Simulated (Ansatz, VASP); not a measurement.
In2BiP in VASP and in Ansatz

INCAR

```
SYSTEM = In2BiP
PREC = Accurate ; ENCUT = 520
EDIFF = 1E-6 ; ISMEAR = -1
SIGMA = 0.02 ; LREAL = .False.
LASPH = .True. ; NELM = 60
ALGO = Normal ; ISIF = 2
LWAVE = .False. ; LCHARG = .True.
GGA = PE ; LELF = .True.
LVHAR = .True. ; NBANDS = 31
```

KPOINTS

```
Automatic mesh
0
Gamma
  4 4 4
  0 0 0
```

Contents of POSCAR:

```
In2BiP
1.0
    4.4589491330      0.0000000000      0.0000000000
    0.0000000000      4.4589491330      0.0000000000
    0.0000000000      0.0000000000      6.3674688686
P In Bi
1 2 1
Direct
    0.0000000000      0.0000000000      0.0000000000
    0.0000000000      0.5000000000      0.7814218993
    0.5000000000      0.0000000000      0.2185781007
    0.5000000000      0.5000000000      0.5000000000
```

Input for Ansatz:

```yaml
crystal:
  lattice:
    - [4.458949133, 0.0, 0.0]
    - [0.0, 4.458949133, 0.0]
    - [0.0, 0.0, 6.3674688686]
  atoms:
    - { symbol: P, position: [0.0, 0.0, 0.0] }
    - { symbol: In, position: [0.0, 0.5, 0.7814218993] }
    - { symbol: Bi, position: [0.5, 0.5, 0.5] }
    - { symbol: In, position: [0.5, 0.0, 0.2185781007] }
kpoints:
  mp_grid: { grid: [4, 4, 4] }
hamiltonian:
  xc: pbe
scf:
  occupations: { method: fermi_dirac, width: 0.02 }
  n_extra_bands: 5
output:
  forces: true
  stress: true
  eigenvalues: true
```

Alike in both runs: task single point; functional PBE; k mesh 4 × 4 × 4; occupations fermi-dirac, width 0.02 eV; no spin polarisation.

```csv
,VASP,Ansatz
version,VASP 6.6.1,Ansatz 0.2.0
potentials or method,"VASP PAW PBE potentials, release 64 (P, In_d, Bi_d)","plane waves, PAW"
plane-wave cutoff (eV),520,420
valence electrons in the cell,46,46
```

```csv
,VASP,Ansatz,Ansatz less VASP
pressure (GPa),1.7,1.7,+0.04
rms of the force components (eV/Å),0.031,0.031,+0.0002
```

The functional is the same, so the differences come from potentials, cutoffs and numerics.

Spin-orbit coupling is off throughout.
